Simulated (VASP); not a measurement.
Crystal: PrScO.

```
Pr Sc O
1.0
    -2.39120    2.47738    2.97996
     2.39120   -2.47738    2.97996
     2.39120    2.47738   -2.97996
Pr Sc O
1 1 1
Direct
  0.50000 0.50000 0.00000
  0.00000 0.50000 0.50000
  0.00000 0.00000 0.00000
```

The cell was generated, and may not be a known phase.

- Program: VASP 6.6.1
- Task: relaxation of cell and atoms
- Functional: PBE
- Potentials or basis: VASP PAW PBE potentials, release 64 (Pr_3, Sc_sv, O), 4f in core
- Cutoff: 600 eV
- k mesh: 6 × 6 × 6
- Occupations: gaussian, width 0.2 eV
- Spin: no spin polarisation

At the start: pressure -0.5 GPa; volume 23.54 Å³/atom.

**Question.** Where does the relaxation end?

**Answer.** Over 9 steps the energy falls by 1280.1 meV/atom and the volume is 24.20 Å³/atom (+2.8 %); space group Immm (No. 71, to 0.1 Å) before and after.

The path:
| step | energy change (eV) | largest force (eV/Å) | pressure (GPa) | volume (Å³) |
| --- | --- | --- | --- | --- |
| 1 | 0.0000 | 0.0000 | -0.52 | 70.61 |
| 2 | -3.3891 | 0.0000 | 2.47 | 67.32 |
| 3 | -3.4612 | 0.0000 | 9.60 | 65.48 |
| 4 | -3.5110 | 0.0000 | 7.40 | 65.97 |
| 5 | -3.7689 | 0.0000 | -3.92 | 76.22 |
| 6 | -3.7934 | 0.0000 | -1.72 | 73.57 |
| 7 | -3.8356 | 0.0000 | -0.06 | 72.91 |
| 8 | -3.8357 | 0.0000 | -0.18 | 72.95 |
| 9 | -3.8404 | 0.0000 | -0.21 | 72.60 |

Final structure:
```cif
data_structure
_symmetry_space_group_name_H-M 'P 1'
_symmetry_Int_Tables_number 1
_cell_length_a 4.7814
_cell_length_b 4.7814
_cell_length_c 4.7814
_cell_angle_alpha 130.356
_cell_angle_beta 86.913
_cell_angle_gamma 113.974
_cell_volume 72.60
loop_
_atom_site_label
_atom_site_type_symbol
_atom_site_fract_x
_atom_site_fract_y
_atom_site_fract_z
_atom_site_occupancy
Pr1 Pr 0.50000 0.50000 0.00000 1
Sc1 Sc 0.00000 0.50000 0.50000 1
O1 O 0.00000 0.00000 0.00000 1
```

Caveat: the run has no spin polarisation, though such a crystal can be magnetic.
